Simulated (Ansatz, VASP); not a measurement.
Two plane-wave programs on LiF

INCAR

```
SYSTEM = LiF
  PREC = Accurate
  ENCUT = 520
  EDIFF = 1E-6
  ISMEAR = 0
  SIGMA = 0.05
  LREAL = .FALSE.
  LASPH = .TRUE.
  NELM = 80
  ALGO = Normal
  ISIF = 2
  LWAVE = .FALSE.
  LCHARG = .FALSE.
  GGA = CA
  NBANDS = 12
```

KPOINTS

```
regular mesh
0
G
  10 10 10
  0 0 0
```

POSCAR

```
LiF
1.0
    2.5595330000      0.0000000000      0.0000000000
    0.0000000000      2.5595330000      0.0000000000
    0.0000000000      0.0000000000      2.5595330000
Li F
1 1
Direct
   -0.0146511102      0.0000000000      0.0000000000
    0.5000000000      0.5000000000      0.5000000000
```

Input for Ansatz:

```yaml
crystal:
  lattice:
    - [2.559533, 0.0, 0.0]
    - [0.0, 2.559533, 0.0]
    - [0.0, 0.0, 2.559533]
  atoms:
    - { symbol: Li, position: [-0.0146511102, 0.0, 0.0] }
    - { symbol: F, position: [0.5, 0.5, 0.5] }
basis:
  ecutwfc: 420
kpoints:
  mp_grid: { grid: [10, 10, 10] }
hamiltonian:
  xc: lda
scf:
  occupations: { method: gaussian, width: 0.05 }
output:
  forces: true
  stress: true
  eigenvalues: true
```

Change from the starting cell: all Li atoms moved +0.037 Å, as atom 1 towards its neighbour atom 1 (Li) at 2.560 Å.

Alike in both runs: task single point; functional LDA; k mesh 10 × 10 × 10; occupations gaussian, width 0.05 eV; no spin polarisation.

|  | VASP | Ansatz |
| --- | --- | --- |
| version | VASP 6.6.1 | Ansatz 0.2.0 |
| potentials or method | VASP PAW LDA potentials, release 64 (Li_sv, F), cutoff 520 eV | scalar-relativistic, plane waves, PAW |
| valence electrons in the cell | 10 | 10 |

Ansatz gave:

* gap on the k mesh at the Fermi level (eV): 7.31
* least direct gap on the mesh (eV): 7.99
* rms of the force components (eV/Å): 0.013

Task: What did VASP give for the same quantities?

Result: gap on the k mesh at the Fermi level (eV): 7.30; least direct gap on the mesh (eV): 7.99; rms of the force components (eV/Å): 0.013.

LDA's correlation is that of Perdew and Zunger in VASP and of Perdew and Wang (1992) in Ansatz. Atom by atom the forces differ by 0.000 eV/Å (rms over components).

Noted on VASP's run: the cutoff is short for stress, so the pressure is rough.
